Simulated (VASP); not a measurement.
**Rh: single point with PBEsol**

Rh:

```
Rh
1.0
     2.67828    0.00000    0.00000
    -1.33914    2.31946    0.00000
     0.00000    0.00000    8.71312
Rh
4
Direct
  0.66667 0.33333 0.75000
  0.00000 0.00000 0.50000
  0.33333 0.66667 0.25000
  0.00000 0.00000 0.00000
```

```yaml
Program: VASP 6.6.1
Task: single point
Functional: PBEsol
Potentials_or_basis: VASP PAW PBE potentials, release 64 (Rh_pv)
Cutoff: 520 eV
k_mesh: 11 × 11 × 3
Occupations: fermi-dirac, width 0.05 eV
Spin: no spin polarisation
```

The pressure is -0.2 GPa and the band gap on the k mesh is zero (band 30 reaches 12.70 eV, above the bottom of band 31 at 11.02 eV).

Levels at points of the mesh, in eV from the Fermi level:
```
           k point  band 28  band 29  band 30  band 31  band 32  band 33
(0.00, 0.00, 0.00)    -1.50    -1.50    -0.89    -0.89    -0.35    -0.35
```

Run time: 46 s on 1 thread of Intel(R) Xeon(R) Platinum 8259CL CPU @ 2.50GHz (Skylake/Cascade Lake) (shared host), peak memory 0.19 GiB.

Caveat: the PAW data sets were made with another functional, which shifts forces and pressure a little.
